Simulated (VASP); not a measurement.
# HfO2 in VASP: single point with PBEsol

Aim: the single point of HfO2 with PBEsol.

Everything below comes from runs of VASP 6.6.1. Logs are shortened: lines on timing, memory, paths and dates and some standing lists are left out, and cuts for length are marked.

## (1) The cell of the first run

The cell holds a slab with vacuum, 9 atoms: a = 3.567 Å, b = 3.567 Å, c = 24.280 Å, α = 90.00°, β = 90.00°, γ = 120.00°.

## (2) Single point, PBEsol

Contents of INCAR:

```
  PREC = Accurate
  ENCUT = 520
  EDIFF = 1E-6
  ISMEAR = 0
  SIGMA = 0.05
  LREAL = False
  LASPH = True
  NELM = 80
  ALGO = Normal
  ISIF = 2
  LWAVE = False
  LCHARG = False
  LDIPOL = True
  IDIPOL = 3
  DIPOL = 0.5 0.5 0.499
  GGA = PS
  NBANDS = 43
```

Contents of KPOINTS:

```
Automatic mesh
0
Gamma
  9 9 1
```

Contents of POSCAR:

```
HfO2
1.0
    3.5665804215      0.0000000000      0.0000000000
   -1.7832902108      3.0887492497      0.0000000000
    0.0000000000      0.0000000000     24.2802517995
O Hf
6 3
Direct
    0.0000000000      0.0000000000      0.3500787418
    0.3333333333      0.6666666667      0.4100472451
    0.6666666667      0.3333333333      0.4700157484
    0.0000000000      0.0000000000      0.5299011199
    0.3333333333      0.6666666667      0.5876768323
    0.6666666667      0.3333333333      0.6498135671
    0.6666666667      0.3333333333      0.3800629934
    0.3333333333      0.6666666667      0.4995640831
    0.0000000000      0.0000000000      0.6175631581
```

Potentials or basis: VASP PAW PBE potentials, release 64 (O, Hf_pv).

Run with:

```sh
$ cat potpaw_PBE.64/O/POTCAR potpaw_PBE.64/Hf_pv/POTCAR > POTCAR
$ mpirun -np 1 vasp_std > vasp.out
```

OUTCAR:

```text
PREC = Accurate
   ENCUT = 520
   EDIFF = 1E-6
   ISMEAR = 0
   LREAL = False
   LASPH = True
   NELM = 80
   ISIF = 2
   GGA = PS

 ion  position               nearest neighbor table
   1  0.000  0.000  0.350-   7 2.18   7 2.18   7 2.18
   2  0.333  0.667  0.410-   8 2.17   7 2.18   7 2.18   7 2.18
   3  0.667  0.333  0.470-   8 2.18   8 2.18   8 2.18   7 2.18
   4  0.000  0.000  0.530-   9 2.13   8 2.19   8 2.19   8 2.19
   5  0.333  0.667  0.588-   8 2.14   9 2.18   9 2.18   9 2.18
   6  0.667  0.333  0.650-   9 2.20   9 2.20   9 2.20
   7  0.667  0.333  0.380-   1 2.18   1 2.18   1 2.18   2 2.18   2 2.18   2 2.18   3 2.18   8 3.56
                             8 3.56   8 3.56
   8  0.333  0.667  0.500-   5 2.14   2 2.17   3 2.18   3 2.18   3 2.18   4 2.19   4 2.19   4 2.19
                             9 3.53   9 3.53   9 3.53   7 3.56   7 3.56   7 3.56
   9  0.000  0.000  0.618-   4 2.13   5 2.18   5 2.18   5 2.18   6 2.20   6 2.20   6 2.20   8 3.53
                             8 3.53   8 3.53

  LATTYP: Found a hexagonal cell.
 ALAT       =     3.5665804215
 C/A-ratio  =     6.8077118500

  Lattice vectors:

 A1 = (   3.5665804215,   0.0000000000,   0.0000000000)
 A2 = (  -1.7832902108,   3.0887492497,   0.0000000000)
 A3 = (   0.0000000000,   0.0000000000,  24.2802517995)

Analysis of symmetry for initial positions (statically):
=====================================================================
 Subroutine PRICEL returns:
 Original cell was already a primitive cell.

 Routine SETGRP: Setting up the symmetry group for a
 hexagonal supercell.

 Subroutine GETGRP returns: Found  6 space group operations
 (whereof  6 operations were pure point group operations)
 out of a pool of 24 trial point group operations.

The static configuration has the point symmetry C_3v.

Analysis of symmetry for dynamics (positions and initial velocities):
=====================================================================
 Subroutine PRICEL returns:
 Original cell was already a primitive cell.

 Routine SETGRP: Setting up the symmetry group for a
 hexagonal supercell.

 Subroutine GETGRP returns: Found  6 space group operations
 (whereof  6 operations were pure point group operations)
 out of a pool of 24 trial point group operations.

The dynamic configuration has the point symmetry C_3v.

 Subroutine INISYM returns: Found  6 space group operations
 (whereof  6 operations are pure point group operations),
 and found     1 'primitive' translations

----------------------------------------------------------------------------------------

                                     Primitive cell

  volume of cell :     267.4779

  direct lattice vectors                    reciprocal lattice vectors
     3.566580421  0.000000000  0.000000000     0.280380612  0.161877822  0.000000000
    -1.783290211  3.088749250  0.000000000     0.000000000  0.323755643  0.000000000
     0.000000000  0.000000000 24.280251800     0.000000000  0.000000000  0.041185734

  length of vectors
     3.566580421  3.566580422 24.280251800     0.323755643  0.323755643  0.041185734

  position of ions in fractional coordinates (direct lattice)
     0.000000000  0.000000000  0.350078742
     0.333333333  0.666666667  0.410047245
     0.666666667  0.333333333  0.470015748
     0.000000000  0.000000000  0.529901120
     0.333333333  0.666666667  0.587676832
     0.666666667  0.333333333  0.649813567
     0.666666667  0.333333333  0.380062993
     0.333333333  0.666666667  0.499564083
     0.000000000  0.000000000  0.617563158

  ion indices of the primitive-cell ions
   primitive index   ion index
                 1           1
                 2           2
                 3           3
                 4           4
                 5           5
                 6           6
                 7           7
                 8           8
                 9           9

----------------------------------------------------------------------------------------

 KPOINTS: Automatic mesh

Automatic generation of k-mesh.
 Grid dimensions read from file:
 generate k-points for:    9    9    1

 Generating k-lattice:

  Cartesian coordinates                     Fractional coordinates (reciprocal lattice)
     0.031153401  0.017986425  0.000000000     0.111111111 -0.000000000  0.000000000
     0.000000000  0.035972849  0.000000000     0.000000000  0.111111111  0.000000000
     0.000000000  0.000000000  0.041185734     0.000000000  0.000000000  1.000000000

  Length of vectors
     0.035972849  0.035972849  0.041185734

  Shift w.r.t. Gamma in fractional coordinates (k-lattice)
     0.000000000  0.000000000  0.000000000

 Subroutine IBZKPT returns following result:
 ===========================================

 Found     12 irreducible k-points:

 Following reciprocal coordinates:
            Coordinates               Weight
  0.000000  0.000000  0.000000      1.000000
  0.111111 -0.000000  0.000000      6.000000
  0.222222 -0.000000  0.000000      6.000000
  0.333333 -0.000000  0.000000      6.000000
  0.444444 -0.000000  0.000000      6.000000
  0.111111  0.111111  0.000000      6.000000
  0.222222  0.111111  0.000000     12.000000
  0.333333  0.111111  0.000000     12.000000
  0.444444  0.111111  0.000000      6.000000
  0.222222  0.222222  0.000000      6.000000
  0.333333  0.222222  0.000000     12.000000
  0.333333  0.333333  0.000000      2.000000
   k-points           NKPTS =     12   k-points in BZ     NKDIM =     12   number of bands    NBANDS=     43
   number of dos      NEDOS =    301   number of ions     NIONS =      9
   total plane-waves  NPLWV = 150528
   dimension x,y,z NGX =    28 NGY =   28 NGZ =  192
   dimension x,y,z NGXF=    56 NGYF=   56 NGZF=  384
   ions per type =               6   3
   NGX,Y,Z   is equivalent  to a cutoff of  13.05, 13.05, 13.15 a.u.
   NGXF,Y,Z  is equivalent  to a cutoff of  26.10, 26.10, 26.29 a.u.
 SYSTEM =  unknown system
   PREC   = accura    normal or accurate (medium, high low for compatibility)
   ISTART =      0    job   : 0-new  1-cont  2-samecut
   ICHARG =      2    charge: 1-file 2-atom 10-const
   ISPIN  =      1    spin polarized calculation?
   LNONCOLLINEAR =      F non collinear calculations
   LSORBIT =      F    spin-orbit coupling
   LASPH  =      T    aspherical Exc in radial PAW
   ENCUT  =  520.0 eV  38.22 Ry    6.18 a.u.   6.63  6.63 45.15*2*pi/ulx,y,z
   NELM   =     80;   NELMIN=  2; NELMDL= -5     # of ELM steps
   EDIFF  = 0.1E-05   stopping-criterion for ELM
   LREAL  =      F    real-space projection
   EDIFFG = 0.1E-04   stopping-criterion for IOM
   NSW    =      0    number of steps for IOM
   IBRION =     -1    ionic relax: 0-MD 1-quasi-New 2-CG
   NFREE  =      0    steps in history (QN), initial steepest desc. (CG)
   ISIF   =      2    stress and relaxation
   ISYM   =      2    0-nonsym 1-usesym 2-fastsym
   POTIM  = 0.5000    time-step for ionic-motion
   TEBEG  =    0.0;   TEEND  =   0.0 temperature during run
   PSTRESS=    0.0 pullay stress
   NELECT =      66.0000    total number of electrons
   NUPDOWN=      -1.0000    fix difference up-down
   EMIN   =  10.00;   EMAX   =-10.00  energy-range for DOS
   EFERMI =   0.00;   METHOD = LEGACY
   ISMEAR =     0;   SIGMA  =   0.05  broadening in eV -4-tet -1-fermi 0-gaus
   EFERMI_NEDOS =   21; number of points for ismear=-14 and -15
   IALGO  =     38    algorithm
   IMIX   =      4    mixing-type and parameters
     AMIX     =   0.40;   BMIX     =  1.00
     AMIX_MAG =   1.60;   BMIX_MAG =  1.00
  volume/ion in A,a.u.               =      29.72       200.56
  Fermi-wavevector in a.u.,A,eV,Ry     =   1.026818  1.940405 14.345377  1.054355
  Thomas-Fermi vector in A             =   2.160731
   LORBIT       =      0    0 simple, 1 ext, 2 COOP (PROOUT), +10 PAW based schemes
   GGA     = PS    functional components
   LHFCALC =     F    Hartree Fock is set to
   AEXX    =    0.0000 exact exchange contribution
   IVDW    =     0    specifies the selected vdW correction
   LEPSILON=     F    determine dielectric tensor
   LRPA    =     F    only Hartree local field effects (RPA)
 non-spin polarized calculation
 Gauss-broadening in eV      SIGMA  =   0.05
  energy-cutoff  :      520.00
  volume of cell :      267.48
 maximum number of plane-waves:      7339
 NGX is ok and might be reduce to    28
   NGX = 13   NGY = 13   NGZ = 91

 dipolmoment           0.000000      0.000000     -0.000003 electrons x Angstroem

 number of electron      65.9999990 magnetization

 dipolmoment           0.000000      0.000000      0.033363 electrons x Angstroem

 Free energy of the ion-electron system (eV)
  ---------------------------------------------------
  ext. energy  EPLUGINS =         0.00000000
  ---------------------------------------------------
  free energy    TOTEN  =       -93.36172589 eV

  energy without entropy =      -93.36172589  energy(sigma->0) =      -93.36172589

 E-fermi :  -2.6144     XC(G=0):  -4.9791

 val. band max:       -2.8358576728   @ k =   0.4444  -0.0000   0.0000
 cond. band min:       1.3262697696   @ k =   0.0000   0.0000   0.0000
 fundamental gap:      4.1621274424
 Fermi energy:        -2.6143639268

 k-point     1 :       0.0000    0.0000    0.0000
  band No.  band energies     occupation
      1     -32.7519      2.00000
      2     -32.5706      2.00000
      3     -32.3346      2.00000
      4     -32.3346      2.00000
      5     -32.3339      2.00000
      6     -32.3019      2.00000
[... 35 lines left out ...]
     42       3.6520      0.00000
     43       4.2536      0.00000
[... 465 lines left out ...]
      3     -32.6048      2.00000
      4     -32.5429      2.00000
      5     -32.5153      2.00000
      6     -32.4567      2.00000
[... 35 lines left out ...]
     42       4.6450      0.00000
     43       4.8500      0.00000

------------------------ aborting loop because EDIFF is reached ----------------------------------------

 vacuum level on the upper side and lower side of the slab       (xc-potential included)         0.122        -0.412

  FORCE on cell =-STRESS in cart. coord.  units (eV):
  Direction    XX          YY          ZZ          XY          YZ          ZX
  --------------------------------------------------------------------------------------
  -------------------------------------------------------------------------------------
  Total       -9.7018586     -9.7018586     -2.2570458      0.0000000     -0.0000000      0.0000000
  in kB      -58.1135846    -58.1135846    -13.5195768      0.0000000     -0.0000000      0.0000000
  external PRESSURE =     -43.2489153 kB  Pullay stress =       0.0000000 kB

 VOLUME and BASIS-vectors are now :
 -----------------------------------------------------------------------------
  energy-cutoff  :      520.00
  volume of cell :      267.48
      direct lattice vectors                 reciprocal lattice vectors
     3.566580421  0.000000000  0.000000000     0.280380612  0.161877822  0.000000000
    -1.783290211  3.088749250  0.000000000     0.000000000  0.323755643  0.000000000
     0.000000000  0.000000000 24.280251800     0.000000000  0.000000000  0.041185734

 POSITION                                       TOTAL-FORCE (eV/Angst)
 -----------------------------------------------------------------------------------
      0.00000      0.00000      8.50000         0.000000     -0.000000     -0.511605
     -0.00000      2.05917      9.95605        -0.000000     -0.000000      0.172176
      1.78329      1.02958     11.41210        -0.000000      0.000000     -0.510012
      0.00000      0.00000     12.86613         0.000000     -0.000000      0.000708
     -0.00000      2.05917     14.26894         0.000000     -0.000000     -0.000885
      1.78329      1.02958     15.77764         0.000000     -0.000000     -0.101976
      1.78329      1.02958      9.22803         0.000000     -0.000000      1.089161
     -0.00000      2.05917     12.12954        -0.000000      0.000000      0.010509
      0.00000      0.00000     14.99459         0.000000     -0.000000     -0.148076
 -----------------------------------------------------------------------------------
    total drift:                                0.000000      0.000000     -0.000238

  FREE ENERGIE OF THE ION-ELECTRON SYSTEM (eV)
  ---------------------------------------------------
  free  energy   TOTEN  =       -93.3617258875 eV

  energy  without entropy=      -93.3617258875  energy(sigma->0) =      -93.36172589

 vacuum level on the upper side and lower side of the slab         4.034         3.490
```

Wall time 3.7 min (1 thread of Intel Xeon Platinum 8559C (Emerald Rapids), shared host); peak memory 0.44 GiB.

What came out:

* Free energy: -93.3617 eV
* Largest force: 1.089 eV/Å
* Band gap on the k mesh: 4.16 eV, indirect (least direct gap 4.19 eV)

Forces on the atoms (eV/Å):
```
O    0.000  0.000 -0.512
O    0.000  0.000  0.172
O    0.000  0.000 -0.510
O    0.000  0.000  0.001
O    0.000  0.000 -0.001
O    0.000  0.000 -0.102
Hf   0.000  0.000  1.089
Hf   0.000  0.000  0.011
Hf   0.000  0.000 -0.148
```

Levels at points of the mesh, in eV from the valence-band top:
```csv
k point,band 30,band 31,band 32,band 33,band 34,band 35,band 36,band 37
"(0.00, 0.00, 0.00)",-0.67,-0.67,-0.35,-0.35,4.16,4.16,4.59,4.59
```

Caveat: the PAW data sets were made with another functional, which shifts forces and pressure a little; spin-orbit coupling is left out, which moves the levels of the heavy elements.
